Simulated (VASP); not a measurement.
A run of VASP 6.6.1 is set up as follows.

Contents of INCAR:

```
SYSTEM = Ir
PREC = Accurate ; ENCUT = 600
EDIFF = 1E-6 ; ISMEAR = 0
SIGMA = 0.1 ; LREAL = .FALSE.
LASPH = .TRUE. ; NELM = 60
ALGO = Normal ; ISIF = 3
LWAVE = .FALSE. ; LCHARG = .FALSE.
GGA = PE ; IBRION = 2
NSW = 70 ; EDIFFG = -0.008
PSTRESS = 120.0
```

File KPOINTS:

```
regular mesh
0
G
  18 18 18
  0 0 0
```

File POSCAR:

```
Ir
1.0
    0.0000000000      1.9144928505      1.9144928505
    1.9144928505      0.0000000000      1.9144928505
    1.9144928505      1.9144928505      0.0000000000
Ir
1
Direct
    0.0000000000      0.0000000000      0.0000000000
```

Potentials or basis: VASP PAW PBE potentials, release 64 (Ir).

Run with:

```sh
$ cat potpaw_PBE.64/Ir/POTCAR > POTCAR
$ mpirun -np 1 vasp_std > vasp.out
```

(1) Predict the relaxed volume.

(2) What does it give for the relaxed cell?

## Answers

(1) 14.07 Å³/atom.

(2) a = 2.710 Å, b = 2.710 Å, c = 2.710 Å, α = 60.00°, β = 60.00°, γ = 60.00°.

Caveat: the cell is relaxed towards a set pressure, so the enthalpy falls and the energy may rise.
